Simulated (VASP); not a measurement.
# BP (kk07) (F-43m) in VASP: notebook

The runs below take BP (kk07) through single point, relaxation of cell and atoms, with LDA.

Program: VASP 6.6.1. These are calculated values, not measurements. Logs are shortened: lines on timing, memory, paths and dates and some standing lists are left out, and cuts for length are marked.

### 1 The cell of the first run

The structure is cubic, space group F-43m (No. 216). Conventional cell: a = 4.491 Å, b = 4.491 Å, c = 4.491 Å, α = 90.00°, β = 90.00°, γ = 90.00°. Within 2.6 Å of B (site symmetry -43m) lie 4 P at 1.94 Å. Within 2.6 Å of P (site symmetry -43m) lie 4 B at 1.94 Å.

### 2 Single point, LDA

Contents of INCAR:

```
SYSTEM = BP
ALGO = Normal
EDIFF = 1E-6
ENCUT = 520
ISIF = 2
ISMEAR = 0
LASPH = .True.
LCHARG = .True.
LELF = .True.
LREAL = .False.
LVHAR = .True.
LWAVE = .False.
NBANDS = 11
NELM = 80
PREC = Accurate
SIGMA = 0.02
```

Contents of KPOINTS:

```
k-points
0
Gamma
  14 14 14
  0 0 0
```

Contents of POSCAR:

```
BP
1.0
    0.0000000000      2.2452895335      2.2452895335
    2.2452895335      0.0000000000      2.2452895335
    2.2452895335      2.2452895335      0.0000000000
B P
1 1
Direct
    0.0000000000      0.0000000000      0.0000000000
    0.7500000000      0.7500000000      0.7500000000
```

Potentials or basis: VASP PAW LDA potentials, release 64 (B, P).

On the command line:

```bash
> cat potpaw_LDA.64/B/POTCAR potpaw_LDA.64/P/POTCAR > POTCAR
> mpirun -np 1 vasp_std > vasp.out
```

OUTCAR:

```text
SYSTEM = BP
   EDIFF = 1E-6
   ENCUT = 520
   ISIF = 2
   ISMEAR = 0
   LASPH = .True.
   LREAL = .False.
   NELM = 80
   PREC = Accurate

 ion  position               nearest neighbor table
   1  0.000  0.000  0.000-   2 1.94   2 1.94   2 1.94   2 1.94
   2  0.750  0.750  0.750-   1 1.94   1 1.94   1 1.94   1 1.94

  LATTYP: Found a face centered cubic cell.
 ALAT       =     4.4905790670

  Lattice vectors:

 A1 = (   0.0000000000,   2.2452895335,   2.2452895335)
 A2 = (   2.2452895335,   0.0000000000,   2.2452895335)
 A3 = (   2.2452895335,   2.2452895335,   0.0000000000)

Analysis of symmetry for initial positions (statically):
=====================================================================
 Subroutine PRICEL returns:
 Original cell was already a primitive cell.

 Routine SETGRP: Setting up the symmetry group for a
 face centered cubic supercell.

 Subroutine GETGRP returns: Found 24 space group operations
 (whereof 24 operations were pure point group operations)
 out of a pool of 48 trial point group operations.

The static configuration has the point symmetry T_d .

Analysis of symmetry for dynamics (positions and initial velocities):
=====================================================================
 Subroutine PRICEL returns:
 Original cell was already a primitive cell.

 Routine SETGRP: Setting up the symmetry group for a
 face centered cubic supercell.

 Subroutine GETGRP returns: Found 24 space group operations
 (whereof 24 operations were pure point group operations)
 out of a pool of 48 trial point group operations.

The dynamic configuration has the point symmetry T_d .

 Subroutine INISYM returns: Found 24 space group operations
 (whereof 24 operations are pure point group operations),
 and found     1 'primitive' translations

----------------------------------------------------------------------------------------

                                     Primitive cell

  volume of cell :      22.6385

  direct lattice vectors                    reciprocal lattice vectors
     0.000000000  2.245289533  2.245289533    -0.222688430  0.222688430  0.222688430
     2.245289533  0.000000000  2.245289533     0.222688430 -0.222688430  0.222688430
     2.245289533  2.245289533  0.000000000     0.222688430  0.222688430 -0.222688430

  length of vectors
     3.175318910  3.175318910  3.175318910     0.385707674  0.385707674  0.385707674

  position of ions in fractional coordinates (direct lattice)
     0.000000000  0.000000000  0.000000000
     0.750000000  0.750000000  0.750000000

  ion indices of the primitive-cell ions
   primitive index   ion index
                 1           1
                 2           2

----------------------------------------------------------------------------------------

 KPOINTS: k-points

Automatic generation of k-mesh.
 Grid dimensions read from file:
 generate k-points for:   14   14   14

 Generating k-lattice:

  Cartesian coordinates                     Fractional coordinates (reciprocal lattice)
    -0.015906316  0.015906316  0.015906316     0.071428571  0.000000000  0.000000000
     0.015906316 -0.015906316  0.015906316     0.000000000  0.071428571  0.000000000
     0.015906316  0.015906316 -0.015906316     0.000000000  0.000000000  0.071428571

  Length of vectors
     0.027550548  0.027550548  0.027550548

  Shift w.r.t. Gamma in fractional coordinates (k-lattice)
     0.000000000  0.000000000  0.000000000

 Subroutine IBZKPT returns following result:
 ===========================================

 Found    104 irreducible k-points:

 Following reciprocal coordinates:
            Coordinates               Weight
  0.000000  0.000000  0.000000      1.000000
  0.071429  0.000000  0.000000      8.000000
  0.142857  0.000000  0.000000      8.000000
  0.214286  0.000000  0.000000      8.000000
  0.285714  0.000000  0.000000      8.000000
  0.357143  0.000000  0.000000      8.000000
[... 16 lines left out ...]
  0.214286  0.142857  0.000000     24.000000
  0.285714  0.142857  0.000000     24.000000
 [... further k-points ...]
   k-points           NKPTS =    104   k-points in BZ     NKDIM =    104   number of bands    NBANDS=     11
   number of dos      NEDOS =    301   number of ions     NIONS =      2
   total plane-waves  NPLWV =  13824
   dimension x,y,z NGX =    24 NGY =   24 NGZ =   24
   dimension x,y,z NGXF=    48 NGYF=   48 NGZF=   48
   ions per type =               1   1
   NGX,Y,Z   is equivalent  to a cutoff of  12.57, 12.57, 12.57 a.u.
   NGXF,Y,Z  is equivalent  to a cutoff of  25.13, 25.13, 25.13 a.u.
 SYSTEM =  BP
   PREC   = accura    normal or accurate (medium, high low for compatibility)
   ISTART =      0    job   : 0-new  1-cont  2-samecut
   ICHARG =      2    charge: 1-file 2-atom 10-const
   ISPIN  =      1    spin polarized calculation?
   LNONCOLLINEAR =      F non collinear calculations
   LSORBIT =      F    spin-orbit coupling
   LASPH  =      T    aspherical Exc in radial PAW
   ENCUT  =  520.0 eV  38.22 Ry    6.18 a.u.   5.90  5.90  5.90*2*pi/ulx,y,z
   NELM   =     80;   NELMIN=  2; NELMDL= -5     # of ELM steps
   EDIFF  = 0.1E-05   stopping-criterion for ELM
   LREAL  =      F    real-space projection
   EDIFFG = 0.1E-04   stopping-criterion for IOM
   NSW    =      0    number of steps for IOM
   IBRION =     -1    ionic relax: 0-MD 1-quasi-New 2-CG
   NFREE  =      0    steps in history (QN), initial steepest desc. (CG)
   ISIF   =      2    stress and relaxation
   ISYM   =      2    0-nonsym 1-usesym 2-fastsym
   POTIM  = 0.5000    time-step for ionic-motion
   TEBEG  =    0.0;   TEEND  =   0.0 temperature during run
   PSTRESS=    0.0 pullay stress
   NELECT =       8.0000    total number of electrons
   NUPDOWN=      -1.0000    fix difference up-down
   EMIN   =  10.00;   EMAX   =-10.00  energy-range for DOS
   EFERMI =   0.00;   METHOD = LEGACY
   ISMEAR =     0;   SIGMA  =   0.02  broadening in eV -4-tet -1-fermi 0-gaus
   EFERMI_NEDOS =   21; number of points for ismear=-14 and -15
   IALGO  =     38    algorithm
   IMIX   =      4    mixing-type and parameters
     AMIX     =   0.40;   BMIX     =  1.00
     AMIX_MAG =   1.60;   BMIX_MAG =  1.00
  volume/ion in A,a.u.               =      11.32        76.39
  Fermi-wavevector in a.u.,A,eV,Ry     =   1.157415  2.187197 18.226497  1.339610
  Thomas-Fermi vector in A             =   2.294027
   LORBIT       =      0    0 simple, 1 ext, 2 COOP (PROOUT), +10 PAW based schemes
   GGA     = CA    functional components
   LHFCALC =     F    Hartree Fock is set to
   AEXX    =    0.0000 exact exchange contribution
   IVDW    =     0    specifies the selected vdW correction
   LEPSILON=     F    determine dielectric tensor
   LRPA    =     F    only Hartree local field effects (RPA)
 non-spin polarized calculation
 Gauss-broadening in eV      SIGMA  =   0.02
  energy-cutoff  :      520.00
  volume of cell :       22.64
 maximum number of plane-waves:       624
   NGX = 11   NGY = 11   NGZ = 11

 number of electron       8.0000001 magnetization

 Free energy of the ion-electron system (eV)
  ---------------------------------------------------
  ext. energy  EPLUGINS =         0.00000000
  ---------------------------------------------------
  free energy    TOTEN  =       -14.39971491 eV

  energy without entropy =      -14.39971491  energy(sigma->0) =      -14.39971491

 E-fermi :   7.9647     XC(G=0): -11.2185

 val. band max:        7.7856785791   @ k =   0.0000   0.0000   0.0000
 cond. band min:       8.9339854438   @ k =   0.4286   0.4286   0.0000
 fundamental gap:      1.1483068647
 Fermi energy:         7.9646735644

 k-point     1 :       0.0000    0.0000    0.0000
  band No.  band energies     occupation
      1      -7.8847      2.00000
      2       7.7857      2.00000
      3       7.7857      2.00000
      4       7.7857      2.00000
      5      11.2148      0.00000
      6      11.2148      0.00000
      7      11.2148      0.00000
      8      15.6396      0.00000
      9      19.2672      0.00000
     10      20.0608      0.00000
     11      20.0608      0.00000

 k-point     2 :       0.0714    0.0000    0.0000
  band No.  band energies     occupation
      1      -7.7903      2.00000
      2       7.0438      2.00000
      3       7.6203      2.00000
      4       7.6203      2.00000
      5      11.4432      0.00000
      6      11.4432      0.00000
      7      11.5114      0.00000
      8      15.8888      0.00000
      9      19.5766      0.00000
     10      19.6125      0.00000
     11      19.6125      0.00000

 k-point     3 :       0.1429    0.0000    0.0000
  band No.  band energies     occupation
      1      -7.5089      2.00000
      2       5.4916      2.00000
      3       7.2457      2.00000
      4       7.2457      2.00000
      5      11.8427      0.00000
      6      11.9571      0.00000
      7      11.9571      0.00000
      8      16.5308      0.00000
      9      18.9402      0.00000
     10      18.9402      0.00000
     11      20.3126      0.00000

 k-point     4 :       0.2143    0.0000    0.0000
  band No.  band energies     occupation
      1      -7.0460      2.00000
      2       3.7424      2.00000
      3       6.8353      2.00000
      4       6.8353      2.00000
      5      11.9335      0.00000
      6      12.4388      0.00000
      7      12.4388      0.00000
      8      17.2638      0.00000
      9      18.6862      0.00000
     10      18.6862      0.00000
     11      20.7952      0.00000

 k-point     5 :       0.2857    0.0000    0.0000
  band No.  band energies     occupation
      1      -6.4148      2.00000
      2       2.0188      2.00000
      3       6.4798      2.00000
      4       6.4798      2.00000
      5      11.8967      0.00000
      6      12.6590      0.00000
      7      12.6590      0.00000
      8      17.7673      0.00000
      9      19.1149      0.00000
     10      19.1149      0.00000
     11      21.0181      0.00000
[... 211 lines left out ...]
 k-point    21 :      -0.0714    0.0714    0.0000
  band No.  band energies     occupation
      1      -7.6336      2.00000
      2       6.3990      2.00000
      3       6.7986      2.00000
      4       7.6586      2.00000
      5      11.4618      0.00000
      6      11.7237      0.00000
      7      12.1520      0.00000
      8      16.1755      0.00000
      9      18.6886      0.00000
     10      19.6997      0.00000
     11      20.0547      0.00000

 k-point    22 :       0.1429    0.1429    0.0000
  band No.  band energies     occupation
      1      -7.3832      2.00000
      2       6.3290      2.00000
      3       6.3290      2.00000
      4       6.3417      2.00000
      5      10.4008      0.00000
      6      13.2148      0.00000
      7      13.2148      0.00000
      8      15.3104      0.00000
      9      18.4666      0.00000
     10      20.6010      0.00000
     11      20.8172      0.00000

 k-point    23 :       0.2143    0.1429    0.0000
  band No.  band energies     occupation
      1      -7.0422      2.00000
      2       4.9005      2.00000
      3       5.8756      2.00000
      4       6.2402      2.00000
      5      10.4178      0.00000
      6      13.7625      0.00000
      7      13.9134      0.00000
      8      14.6811      0.00000
      9      19.0286      0.00000
     10      20.6508      0.00000
     11      21.6173      0.00000

 k-point    24 :       0.2857    0.1429    0.0000
  band No.  band energies     occupation
      1      -6.5245      2.00000
      2       3.2779      2.00000
      3       5.5300      2.00000
      4       5.8439      2.00000
      5      10.7885      0.00000
      6      13.9515      0.00000
      7      14.3338      0.00000
      8      14.4813      0.00000
      9      19.8526      0.00000
     10      20.8341      0.00000
     11      22.1633      0.00000

 [... further k-points ...]
[... 5 lines left out ...]
  --------------------------------------------------------------------------------------
  -------------------------------------------------------------------------------------
  Total       -0.0182319     -0.0182319     -0.0182319     -0.0000000     -0.0000000     -0.0000000
  in kB       -1.2903152     -1.2903152     -1.2903152     -0.0000000     -0.0000000     -0.0000000
  external PRESSURE =      -1.2903152 kB  Pullay stress =       0.0000000 kB

 VOLUME and BASIS-vectors are now :
 -----------------------------------------------------------------------------
  energy-cutoff  :      520.00
  volume of cell :       22.64
      direct lattice vectors                 reciprocal lattice vectors
     0.000000000  2.245289533  2.245289533    -0.222688430  0.222688430  0.222688430
     2.245289533  0.000000000  2.245289533     0.222688430 -0.222688430  0.222688430
     2.245289533  2.245289533  0.000000000     0.222688430  0.222688430 -0.222688430

 POSITION                                       TOTAL-FORCE (eV/Angst)
 -----------------------------------------------------------------------------------
      0.00000      0.00000      0.00000         0.000000     -0.000000     -0.000000
      3.36793      3.36793      3.36793        -0.000000      0.000000      0.000000
 -----------------------------------------------------------------------------------
    total drift:                               -0.000000     -0.000000     -0.000000

  FREE ENERGIE OF THE ION-ELECTRON SYSTEM (eV)
  ---------------------------------------------------
  free  energy   TOTEN  =       -14.3997149135 eV

  energy  without entropy=      -14.3997149135  energy(sigma->0) =      -14.39971491
```

Wall time 5.8 s (1 thread of Intel Xeon 6975P-C (Granite Rapids), shared host); peak memory 0.13 GiB.

What came out:

```
Free energy            : -14.3997 eV
Pressure               : -0.1 GPa
Band gap on the k mesh : 1.15 eV, indirect (least direct gap 3.43 eV)
```

Levels at points of the mesh, in eV from the valence-band top:
```
           k point  band 1  band 2  band 3  band 4  band 5  band 6  band 7  band 8
(0.00, 0.00, 0.00)  -15.67    0.00    0.00    0.00    3.43    3.43    3.43    7.85
(0.50, 0.00, 0.00)  -12.22   -9.24   -1.79   -1.79    3.97    4.70    4.70   10.03
(0.50, 0.50, 0.00)  -10.67   -8.65   -4.22   -4.22    1.24    1.53   12.29   12.29
```

A k mesh can miss the band edges. LDA gaps usually lie below the measured ones, often by a third to a half.

### 3 Relaxation of cell and atoms, LDA

This run uses another cell than the first one, of 11.64 Å³/atom, 1.028 times its volume.

Contents of INCAR:

```
PREC = Accurate
ENCUT = 600
EDIFF = 1E-6
ISMEAR = 0
SIGMA = 0.02
LREAL = False
LASPH = True
NELM = 60
ALGO = Normal
ISIF = 3
LWAVE = False
LCHARG = False
GGA = CA
IBRION = 2
NSW = 100
EDIFFG = -0.002
```

Contents of KPOINTS:

```
Automatic mesh
0
Gamma
  14 14 14
```

Contents of POSCAR:

```
BP
1.0
    0.0000000000      2.2660723800      2.2660723800
    2.2660723800      0.0000000000      2.2660723800
    2.2660723800      2.2660723800      0.0000000000
B P
1 1
Direct
    0.0000000000      0.0000000000      0.0000000000
    0.7500000000      0.7500000000      0.7500000000
```

Potentials or basis: VASP PAW LDA potentials, release 64 (B, P).

On the command line:

```bash
> cat potpaw_LDA.64/B/POTCAR potpaw_LDA.64/P/POTCAR > POTCAR
> mpirun -np 1 vasp_std > vasp.out
```

OUTCAR:

```text
PREC = Accurate
   ENCUT = 600
   EDIFF = 1E-6
   ISMEAR = 0
   LREAL = False
   LASPH = True
   NELM = 60
   ISIF = 3
   GGA = CA
   IBRION = 2
   NSW = 100
   EDIFFG = -0.002

 ion  position               nearest neighbor table
   1  0.000  0.000  0.000-   2 1.96   2 1.96   2 1.96   2 1.96
   2  0.750  0.750  0.750-   1 1.96   1 1.96   1 1.96   1 1.96

  LATTYP: Found a face centered cubic cell.
 ALAT       =     4.5321447600

  Lattice vectors:

 A1 = (   0.0000000000,   2.2660723800,   2.2660723800)
 A2 = (   2.2660723800,   0.0000000000,   2.2660723800)
 A3 = (   2.2660723800,   2.2660723800,   0.0000000000)

Analysis of symmetry for initial positions (statically):
=====================================================================
 Subroutine PRICEL returns:
[... 252 lines left out ...]

  energy without entropy =      -14.40158921  energy(sigma->0) =      -14.40158921

 E-fermi :   7.9578     XC(G=0): -11.2210

 val. band max:        7.7925609306   @ k =   0.0000   0.0000   0.0000
 cond. band min:       8.9400973638   @ k =   0.4286   0.4286   0.0000
 fundamental gap:      1.1475364332
 Fermi energy:         7.9577624854

 k-point     1 :       0.0000    0.0000    0.0000
  band No.  band energies     occupation
      1      -7.8828      2.00000
      2       7.7926      2.00000
      3       7.7926      2.00000
      4       7.7926      2.00000
      5      11.2227      0.00000
      6      11.2227      0.00000
      7      11.2227      0.00000
      8      15.6561      0.00000
[... 243 lines left out ...]
 k-point    24 :       0.2857    0.1429    0.0000
  band No.  band energies     occupation
      1      -6.5219      2.00000
      2       3.2834      2.00000
      3       5.5355      2.00000
      4       5.8502      2.00000
      5      10.7958      0.00000
      6      13.9616      0.00000
      7      14.3429      0.00000
      8      14.4893      0.00000

 [... further k-points ...]
[... 5 lines left out ...]
  --------------------------------------------------------------------------------------
  -------------------------------------------------------------------------------------
  Total       -0.0016882     -0.0016882     -0.0016882      0.0000000     -0.0000000     -0.0000000
  in kB       -0.1195511     -0.1195511     -0.1195511      0.0000000     -0.0000000     -0.0000000
  external PRESSURE =      -0.1195511 kB  Pullay stress =       0.0000000 kB
[... 17 lines left out ...]
  FREE ENERGIE OF THE ION-ELECTRON SYSTEM (eV)
  ---------------------------------------------------
  free  energy   TOTEN  =       -14.4015892113 eV

  energy  without entropy=      -14.4015892113  energy(sigma->0) =      -14.40158921

 reached required accuracy - stopping structural energy minimisation
```

OSZICAR:

```text
N       E                     dE             d eps       ncg     rms          rms(c)
DAV:   1     0.114429265066E+02    0.11443E+02   -0.44945E+03  1664   0.101E+03
DAV:   2    -0.149070915467E+02   -0.26350E+02   -0.25141E+02  2608   0.119E+02
DAV:   3    -0.152250324444E+02   -0.31794E+00   -0.31794E+00  1928   0.172E+01
[... 21 lines left out ...]
DAV:   2    -0.144025919927E+02    0.35093E-02   -0.76283E-03  2200   0.560E-01    0.249E-01
DAV:   3    -0.144016743827E+02    0.91761E-03   -0.19605E-03  1960   0.257E-01    0.584E-02
DAV:   4    -0.144016035816E+02    0.70801E-04   -0.78360E-05  2240   0.653E-02    0.486E-02
DAV:   5    -0.144015895542E+02    0.14027E-04   -0.16853E-05  2064   0.284E-02    0.237E-02
DAV:   6    -0.144015892113E+02    0.34295E-06   -0.38529E-07   944   0.534E-03
   3 F= -.14401589E+02 E0= -.14401589E+02  d E =-.977113E-02
```

It took 20 s on 1 thread of Intel Xeon 6975P-C (Granite Rapids), shared host; peak memory 0.15 GiB.

What came out:

```
Free energy                            : -14.4016 eV
Relaxed volume                         : 11.31 Å³/atom
Relaxed cell                           : a = 3.175 Å, b = 3.175 Å, c = 3.175 Å, α = 60.00°, β = 60.00°, γ = 60.00°
Space group after relaxing (to 0.05 Å) : F-43m (No. 216)
Energy gained by relaxing              : 4.9 meV/atom
Ionic steps                            : 3
Pressure after relaxing                : 0.0 GPa
Band gap on the k mesh                 : 1.15 eV, indirect (least direct gap 3.43 eV)
```

The path:
```csv
step,energy change (eV),largest force (eV/Å),pressure (GPa),volume (Å³)
1,0.0000,0.0000,-4.71,23.27
2,-0.0039,0.0000,3.96,22.14
3,-0.0098,0.0000,-0.01,22.62
```

Final structure:
```xyz
2
Lattice="0.0000 2.2448 2.2448 2.2448 0.0000 2.2448 2.2448 2.2448 0.0000" Properties=species:S:1:pos:R:3 pbc="T T T"
B     0.0000    0.0000    0.0000
P     3.3673    3.3673    3.3673
```

Levels at points of the mesh, in eV from the valence-band top:
| k point | band 2 | band 3 | band 4 | band 5 | band 6 | band 7 |
| --- | --- | --- | --- | --- | --- | --- |
| (0.00, 0.00, 0.00) | 0.00 | 0.00 | 0.00 | 3.43 | 3.43 | 3.43 |
| (0.50, 0.00, 0.00) | -9.24 | -1.79 | -1.79 | 3.98 | 4.70 | 4.70 |
| (0.50, 0.50, 0.00) | -8.65 | -4.22 | -4.22 | 1.24 | 1.53 | 12.30 |
